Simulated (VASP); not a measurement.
# SnSe (Fm-3m) in VASP: single point with LDA

Aim: the single point of SnSe with LDA.

All numbers are computed with VASP 6.6.1; they aren't measurements. Logs are shortened: lines on timing, memory, paths and dates and some standing lists are left out, and cuts for length are marked.

### 1 The cell of the first run

The structure is cubic, space group Fm-3m (No. 225). Conventional cell: a = 6.020 Å, b = 6.020 Å, c = 6.020 Å, α = 90.00°, β = 90.00°, γ = 90.00°. Sn (site symmetry m-3m) has 6 Se at 3.01 Å within 4.0 Å. Se (site symmetry m-3m) has 6 Sn at 3.01 Å within 4.0 Å.

### 2 Single point, LDA

Input file INCAR:

```
PREC     = Accurate       # precision mode
ENCUT    = 500            # plane-wave cutoff, eV
EDIFF    = 1E-6           # SCF threshold, eV
ISMEAR   = 0              # smearing method
SIGMA    = 0.01           # smearing width, eV
LREAL    = False          # projectors in reciprocal space
LASPH    = True           # aspherical terms in the spheres
NELM     = 120            # most SCF steps
ALGO     = Normal         # electronic algorithm
ISIF     = 2              # what is computed and relaxed
LWAVE    = False          # write WAVECAR
LCHARG   = False          # write CHGCAR
NBANDS   = 17             # bands
GGA_COMPAT= False
```

Input file KPOINTS:

```
regular mesh
0
Gamma
  5 5 5
```

Input file POSCAR:

```
SnSe
1.0
    0.0000000000      3.0100000000      3.0100000000
    3.0100000000      0.0000000000      3.0100000000
    3.0100000000      3.0100000000      0.0000000000
Sn Se
1 1
Direct
    0.0000000000      0.0000000000      0.0000000000
    0.5000000000      0.5000000000      0.5000000000
```

Potentials or basis: VASP PAW LDA potentials, release 64 (Sn_d, Se).

The run is started by

```sh
$ cat potpaw_LDA.64/Sn_d/POTCAR potpaw_LDA.64/Se/POTCAR > POTCAR
$ mpirun -np 1 vasp_std > vasp.out
```

OUTCAR:

```text
PREC = Accurate
   ENCUT = 500
   EDIFF = 1E-6
   ISMEAR = 0
   LREAL = False
   LASPH = True
   NELM = 120
   ISIF = 2

 ion  position               nearest neighbor table
   1  0.000  0.000  0.000-   2 3.01   2 3.01   2 3.01   2 3.01   2 3.01   2 3.01
   2  0.500  0.500  0.500-   1 3.01   1 3.01   1 3.01   1 3.01   1 3.01   1 3.01

  LATTYP: Found a face centered cubic cell.
 ALAT       =     6.0200000000

  Lattice vectors:

 A1 = (   0.0000000000,   3.0100000000,   3.0100000000)
 A2 = (   3.0100000000,   0.0000000000,   3.0100000000)
 A3 = (   3.0100000000,   3.0100000000,   0.0000000000)

Analysis of symmetry for initial positions (statically):
=====================================================================
 Subroutine PRICEL returns:
 Original cell was already a primitive cell.

 Routine SETGRP: Setting up the symmetry group for a
 face centered cubic supercell.

 Subroutine GETGRP returns: Found 48 space group operations
 (whereof 48 operations were pure point group operations)
 out of a pool of 48 trial point group operations.

The static configuration has the point symmetry O_h .

Analysis of symmetry for dynamics (positions and initial velocities):
=====================================================================
 Subroutine PRICEL returns:
 Original cell was already a primitive cell.

 Routine SETGRP: Setting up the symmetry group for a
 face centered cubic supercell.

 Subroutine GETGRP returns: Found 48 space group operations
 (whereof 48 operations were pure point group operations)
 out of a pool of 48 trial point group operations.

The dynamic configuration has the point symmetry O_h .

 Subroutine INISYM returns: Found 48 space group operations
 (whereof 48 operations are pure point group operations),
 and found     1 'primitive' translations

----------------------------------------------------------------------------------------

                                     Primitive cell

  volume of cell :      54.5418

  direct lattice vectors                    reciprocal lattice vectors
     0.000000000  3.010000000  3.010000000    -0.166112957  0.166112957  0.166112957
     3.010000000  0.000000000  3.010000000     0.166112957 -0.166112957  0.166112957
     3.010000000  3.010000000  0.000000000     0.166112957  0.166112957 -0.166112957

  length of vectors
     4.256782823  4.256782823  4.256782823     0.287716081  0.287716081  0.287716081

  position of ions in fractional coordinates (direct lattice)
     0.000000000  0.000000000  0.000000000
     0.500000000  0.500000000  0.500000000

  ion indices of the primitive-cell ions
   primitive index   ion index
                 1           1
                 2           2

----------------------------------------------------------------------------------------

 KPOINTS: regular mesh

Automatic generation of k-mesh.
 Grid dimensions read from file:
 generate k-points for:    5    5    5

 Generating k-lattice:

  Cartesian coordinates                     Fractional coordinates (reciprocal lattice)
    -0.033222591  0.033222591  0.033222591     0.200000000  0.000000000  0.000000000
     0.033222591 -0.033222591  0.033222591     0.000000000  0.200000000  0.000000000
     0.033222591  0.033222591 -0.033222591     0.000000000  0.000000000  0.200000000

  Length of vectors
     0.057543216  0.057543216  0.057543216

  Shift w.r.t. Gamma in fractional coordinates (k-lattice)
     0.000000000  0.000000000  0.000000000

 Subroutine IBZKPT returns following result:
 ===========================================

 Found     10 irreducible k-points:

 Following reciprocal coordinates:
            Coordinates               Weight
  0.000000  0.000000  0.000000      1.000000
  0.200000  0.000000  0.000000      8.000000
  0.400000  0.000000  0.000000      8.000000
  0.200000  0.200000  0.000000      6.000000
  0.400000  0.200000  0.000000     24.000000
 -0.400000  0.200000  0.000000     24.000000
 -0.200000  0.200000  0.000000     12.000000
  0.400000  0.400000  0.000000      6.000000
 -0.400000  0.400000  0.000000     12.000000
 -0.400000  0.400000  0.200000     24.000000
   k-points           NKPTS =     10   k-points in BZ     NKDIM =     10   number of bands    NBANDS=     17
   number of dos      NEDOS =    301   number of ions     NIONS =      2
   total plane-waves  NPLWV =  32768
   dimension x,y,z NGX =    32 NGY =   32 NGZ =   32
   dimension x,y,z NGXF=    64 NGYF=   64 NGZF=   64
   ions per type =               1   1
   NGX,Y,Z   is equivalent  to a cutoff of  12.50, 12.50, 12.50 a.u.
   NGXF,Y,Z  is equivalent  to a cutoff of  24.99, 24.99, 24.99 a.u.
 SYSTEM =  unknown system
   PREC   = accura    normal or accurate (medium, high low for compatibility)
   ISTART =      0    job   : 0-new  1-cont  2-samecut
   ICHARG =      2    charge: 1-file 2-atom 10-const
   ISPIN  =      1    spin polarized calculation?
   LNONCOLLINEAR =      F non collinear calculations
   LSORBIT =      F    spin-orbit coupling
   LASPH  =      T    aspherical Exc in radial PAW
   ENCUT  =  500.0 eV  36.75 Ry    6.06 a.u.   7.76  7.76  7.76*2*pi/ulx,y,z
   NELM   =    120;   NELMIN=  2; NELMDL= -5     # of ELM steps
   EDIFF  = 0.1E-05   stopping-criterion for ELM
   LREAL  =      F    real-space projection
   EDIFFG = 0.1E-04   stopping-criterion for IOM
   NSW    =      0    number of steps for IOM
   IBRION =     -1    ionic relax: 0-MD 1-quasi-New 2-CG
   NFREE  =      0    steps in history (QN), initial steepest desc. (CG)
   ISIF   =      2    stress and relaxation
   ISYM   =      2    0-nonsym 1-usesym 2-fastsym
   POTIM  = 0.5000    time-step for ionic-motion
   TEBEG  =    0.0;   TEEND  =   0.0 temperature during run
   PSTRESS=    0.0 pullay stress
   NELECT =      20.0000    total number of electrons
   NUPDOWN=      -1.0000    fix difference up-down
   EMIN   =  10.00;   EMAX   =-10.00  energy-range for DOS
   EFERMI =   0.00;   METHOD = LEGACY
   ISMEAR =     0;   SIGMA  =   0.01  broadening in eV -4-tet -1-fermi 0-gaus
   EFERMI_NEDOS =   21; number of points for ismear=-14 and -15
   IALGO  =     38    algorithm
   IMIX   =      4    mixing-type and parameters
     AMIX     =   0.40;   BMIX     =  1.00
     AMIX_MAG =   1.60;   BMIX_MAG =  1.00
  volume/ion in A,a.u.               =      27.27       184.03
  Fermi-wavevector in a.u.,A,eV,Ry     =   1.171768  2.214321 18.681350  1.373040
  Thomas-Fermi vector in A             =   2.308207
   LORBIT       =      0    0 simple, 1 ext, 2 COOP (PROOUT), +10 PAW based schemes
   GGA     = CA    functional components
   LHFCALC =     F    Hartree Fock is set to
   AEXX    =    0.0000 exact exchange contribution
   IVDW    =     0    specifies the selected vdW correction
   LEPSILON=     F    determine dielectric tensor
   LRPA    =     F    only Hartree local field effects (RPA)
 non-spin polarized calculation
 Gauss-broadening in eV      SIGMA  =   0.01
  energy-cutoff  :      500.00
  volume of cell :       54.54
 maximum number of plane-waves:      1411
   NGX = 15   NGY = 15   NGZ = 15

 number of electron      20.0000006 magnetization

 Free energy of the ion-electron system (eV)
  ---------------------------------------------------
  ext. energy  EPLUGINS =         0.00000000
  ---------------------------------------------------
  free energy    TOTEN  =        -9.50075124 eV

  energy without entropy =       -9.50075124  energy(sigma->0) =       -9.50075124

 E-fermi :   5.4114     XC(G=0):  -9.8857

 val. band max:        5.2849429702   @ k =  -0.2000   0.2000   0.0000
 cond. band min:       6.1552863165   @ k =  -0.2000   0.2000   0.0000
 fundamental gap:      0.8703433463
 Fermi energy:         5.4114230383

 k-point     1 :       0.0000    0.0000    0.0000
  band No.  band energies     occupation
      1     -16.0919      2.00000
      2     -16.0919      2.00000
      3     -16.0895      2.00000
      4     -16.0895      2.00000
      5     -16.0895      2.00000
      6      -8.4500      2.00000
[... 9 lines left out ...]
     16      11.2856      0.00000
     17      13.5881      0.00000

 k-point     2 :       0.2000    0.0000    0.0000
  band No.  band energies     occupation
      1     -16.0943      2.00000
      2     -16.0943      2.00000
      3     -16.0886      2.00000
      4     -16.0852      2.00000
      5     -16.0852      2.00000
      6      -8.1800      2.00000
[... 9 lines left out ...]
     16      12.1620      0.00000
     17      15.8437      0.00000

 k-point     3 :       0.4000    0.0000    0.0000
  band No.  band energies     occupation
      1     -16.0988      2.00000
      2     -16.0988      2.00000
      3     -16.0872      2.00000
      4     -16.0779      2.00000
      5     -16.0779      2.00000
      6      -7.6287      2.00000
[... 9 lines left out ...]
     16      14.4324      0.00000
     17      16.4211      0.00000

 k-point     4 :       0.2000    0.2000    0.0000
  band No.  band energies     occupation
      1     -16.0995      2.00000
      2     -16.0918      2.00000
      3     -16.0892      2.00000
      4     -16.0834      2.00000
      5     -16.0834      2.00000
      6      -8.0904      2.00000
[... 9 lines left out ...]
     16      13.5468      0.00000
     17      14.1348      0.00000

 k-point     5 :       0.4000    0.2000    0.0000
  band No.  band energies     occupation
      1     -16.1055      2.00000
      2     -16.0914      2.00000
      3     -16.0902      2.00000
      4     -16.0791      2.00000
      5     -16.0766      2.00000
      6      -7.6231      2.00000
[... 9 lines left out ...]
     16      15.4894      0.00000
     17      16.5223      0.00000

 k-point     6 :      -0.4000    0.2000    0.0000
  band No.  band energies     occupation
      1     -16.1041      2.00000
      2     -16.0955      2.00000
      3     -16.0846      2.00000
      4     -16.0796      2.00000
      5     -16.0767      2.00000
      6      -7.3965      2.00000
[... 9 lines left out ...]
     16      14.4403      0.00000
     17      17.1515      0.00000

 k-point     7 :      -0.2000    0.2000    0.0000
  band No.  band energies     occupation
      1     -16.0973      2.00000
      2     -16.0964      2.00000
      3     -16.0869      2.00000
      4     -16.0829      2.00000
      5     -16.0799      2.00000
      6      -7.8041      2.00000
[... 9 lines left out ...]
     16      14.8009      0.00000
     17      15.2217      0.00000

 k-point     8 :       0.4000    0.4000    0.0000
  band No.  band energies     occupation
      1     -16.1171      2.00000
      2     -16.0955      2.00000
      3     -16.0848      2.00000
      4     -16.0732      2.00000
      5     -16.0732      2.00000
      6      -7.3779      2.00000
[... 9 lines left out ...]
     16      16.6917      0.00000
     17      17.7018      0.00000

 k-point     9 :      -0.4000    0.4000    0.0000
  band No.  band energies     occupation
      1     -16.1155      2.00000
      2     -16.0917      2.00000
      3     -16.0876      2.00000
      4     -16.0746      2.00000
      5     -16.0730      2.00000
      6      -7.2289      2.00000
[... 9 lines left out ...]
     16      15.9199      0.00000
     17      17.5772      0.00000

 k-point    10 :      -0.4000    0.4000    0.2000
  band No.  band energies     occupation
      1     -16.1100      2.00000
      2     -16.0913      2.00000
      3     -16.0875      2.00000
      4     -16.0797      2.00000
      5     -16.0733      2.00000
      6      -7.2979      2.00000
[... 9 lines left out ...]
     16      16.5690      0.00000
     17      16.7088      0.00000

------------------------ aborting loop because EDIFF is reached ----------------------------------------

  FORCE on cell =-STRESS in cart. coord.  units (eV):
  Direction    XX          YY          ZZ          XY          YZ          ZX
  --------------------------------------------------------------------------------------
  -------------------------------------------------------------------------------------
  Total       -1.1653063     -1.1653063     -1.1653063     -0.0000000      0.0000000     -0.0000000
  in kB      -34.2311271    -34.2311271    -34.2311271     -0.0000000      0.0000000     -0.0000000
  external PRESSURE =     -34.2311271 kB  Pullay stress =       0.0000000 kB

 VOLUME and BASIS-vectors are now :
 -----------------------------------------------------------------------------
  energy-cutoff  :      500.00
  volume of cell :       54.54
      direct lattice vectors                 reciprocal lattice vectors
     0.000000000  3.010000000  3.010000000    -0.166112957  0.166112957  0.166112957
     3.010000000  0.000000000  3.010000000     0.166112957 -0.166112957  0.166112957
     3.010000000  3.010000000  0.000000000     0.166112957  0.166112957 -0.166112957

 POSITION                                       TOTAL-FORCE (eV/Angst)
 -----------------------------------------------------------------------------------
      0.00000      0.00000      0.00000         0.000000     -0.000000     -0.000000
      3.01000      3.01000      3.01000        -0.000000      0.000000      0.000000
 -----------------------------------------------------------------------------------
    total drift:                                0.000000     -0.000000     -0.000000

  FREE ENERGIE OF THE ION-ELECTRON SYSTEM (eV)
  ---------------------------------------------------
  free  energy   TOTEN  =        -9.5007512428 eV

  energy  without entropy=       -9.5007512428  energy(sigma->0) =       -9.50075124
```

It took 10 s on 1 thread of AMD EPYC 7R13, shared host; peak memory 0.12 GiB.

Results:

```
Free energy : -9.5008 eV
Pressure    : -3.4 GPa
```

Levels at points of the mesh, in eV from the Fermi level:
```csv
k point,band 8,band 9,band 10,band 11,band 12,band 13
"(0.00, 0.00, 0.00)",-2.16,-2.16,-2.16,4.22,4.22,4.22
```

Caveat: this odd mesh misses L, where the gap lies, so gap, dielectric constants and Born charges aren't listed; spin-orbit coupling is left out, which moves the levels of the heavy elements.
